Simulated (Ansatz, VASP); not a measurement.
# One calculation of AlGaN2, two programs

File INCAR:

```
ALGO = Normal
EDIFF = 1E-6
ENCUT = 520
GGA = CA
ISIF = 2
ISMEAR = 0
LASPH = True
LCHARG = False
LREAL = False
LWAVE = False
NBANDS = 21
NELM = 100
PREC = Accurate
SIGMA = 0.05
```

Contents of KPOINTS:

```
k-points
0
Gamma
  8 8 6
```

POSCAR

```
AlGaN2
1.0
    3.1094682782      0.0000000000      0.0000000000
    0.0000000000      3.1094682782      0.0000000000
    0.0000000000      0.0000000000      4.4238379400
Al Ga N
1 1 2
Direct
    0.5000000000      0.5000000000      0.5000000000
    0.0000000000      0.0000000000      0.0000000000
    0.5000000000      0.0000000000      0.7382648100
    0.0000000000      0.5000000000      0.2617351900
```

Input for Ansatz:

```yaml
crystal:
  lattice:
    - [3.1094682782, 0.0, 0.0]
    - [0.0, 3.1094682782, 0.0]
    - [0.0, 0.0, 4.42383794]
  atoms:
    - { symbol: Al, position: [0.5, 0.5, 0.5] }
    - { symbol: Ga, position: [0.0, 0.0, 0.0] }
    - { symbol: "N", position: [0.5, 0.0, 0.73826481] }
    - { symbol: "N", position: [0.0, 0.5, 0.26173519] }
basis:
  ecutwfc: 420
kpoints:
  mp_grid: { grid: [8, 8, 6] }
hamiltonian:
  xc: lda
scf:
  occupations: { method: gaussian, width: 0.05 }
output:
  forces: true
  stress: true
  eigenvalues: true
```

Change from the starting cell: strain -0.0100 x Voigt [1, 1, 0, 0, 0, 0], atoms carried along.

Alike in both runs: task single point; functional LDA; k mesh 8 × 8 × 6; occupations gaussian, width 0.05 eV; no spin polarisation.

|  | VASP | Ansatz |
| --- | --- | --- |
| version | VASP 6.6.1 | Ansatz 0.2.0 |
| potentials or method | VASP PAW LDA potentials, release 64 (Al, Ga_d, N), cutoff 520 eV | scalar-relativistic, plane waves, PAW |
| valence electrons in the cell | 26 | 26 |

VASP gave:

* gap on the k mesh at the Fermi level (eV): 3.00
* least direct gap on the mesh (eV): 3.00
* pressure (GPa): -0.2
* traceless stress, the component that is largest in VASP (GPa): -1.06
* rms of the force components (eV/Å): 0.078

Problem. Which values does Ansatz return?

Solution. gap on the k mesh at the Fermi level (eV): 2.99; least direct gap on the mesh (eV): 2.99; pressure (GPa): -1.1; traceless stress, the component that is largest in VASP (GPa): -1.09; rms of the force components (eV/Å): 0.090.

LDA's correlation is that of Perdew and Zunger in VASP and of Perdew and Wang (1992) in Ansatz. Atom by atom the forces differ by 0.011 eV/Å (rms over components).
